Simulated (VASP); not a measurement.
Crystal: MoS2.

```
Mo S
1.0
     1.58550    0.91539    6.11500
    -1.58550    0.91539    6.11500
     0.00000   -1.83078    6.11500
Mo S
1 2
Direct
  0.00000 0.00000 0.00000
  0.75000 0.75000 0.75000
  0.25000 0.25000 0.25000
```

| Item | Value |
| --- | --- |
| Program | VASP 6.6.1 |
| Task | relaxation of cell and atoms |
| Functional | PBE |
| Dispersion | D3(BJ) |
| Potentials or basis | VASP PAW PBE potentials, release 64 (Mo_sv, S) |
| Cutoff | 600 eV |
| k mesh | 6 × 6 × 6 |
| Occupations | gaussian, width 0.1 eV |
| Spin | no spin polarisation |

At the start: pressure 3.9 GPa; volume 17.75 Å³/atom.

Problem. How do energy, volume and symmetry change on relaxing?

Solution. Over 13 steps the energy falls by 22.3 meV/atom and the volume is 16.98 Å³/atom (-4.3 %); space group R-3m (No. 166, to 0.05 Å).

Step by step:
| step | energy change (eV) | largest force (eV/Å) | pressure (GPa) | volume (Å³) |
| --- | --- | --- | --- | --- |
| 1 | 0.0000 | 0.9364 | 3.87 | 53.25 |
| 2 | 0.0557 | 0.8430 | -8.67 | 56.62 |
| 3 | -0.0330 | 0.2018 | -1.36 | 54.48 |
| 4 | -0.0330 | 0.2154 | -1.30 | 54.46 |
| 5 | -0.0450 | 0.1723 | -0.89 | 53.74 |
| 6 | -0.0525 | 0.0848 | -0.05 | 52.49 |
| 7 | -0.0526 | 0.0941 | -0.14 | 52.61 |
| 8 | -0.0565 | 0.1031 | 0.03 | 52.28 |
| 9 | -0.0642 | 0.1288 | 0.70 | 51.31 |
| 10 | -0.0544 | 0.1417 | 2.57 | 49.36 |
| 11 | -0.0649 | 0.1641 | 1.21 | 50.85 |
| 12 | -0.0666 | 0.0605 | 0.46 | 50.91 |
| 13 | -0.0669 | 0.0115 | -0.05 | 50.95 |

Final structure:
```xyz
3
Lattice="1.5688 0.9057 5.9758 -1.5688 0.9057 5.9758 0.0000 -1.8115 5.9758" Properties=species:S:1:pos:R:3 pbc="T T T"
Mo    0.0000    0.0000    0.0000
S     0.0000    0.0000   13.5503
S     0.0000    0.0000    4.3771
```

Caveat: the k points lie up to 0.39 Å⁻¹ apart in the final cell; pairwise dispersion overbinds metals, which lowers pressure and volume; the relaxation stopped at a loose force limit of 0.05 eV/Å, so its end isn't a converged minimum.
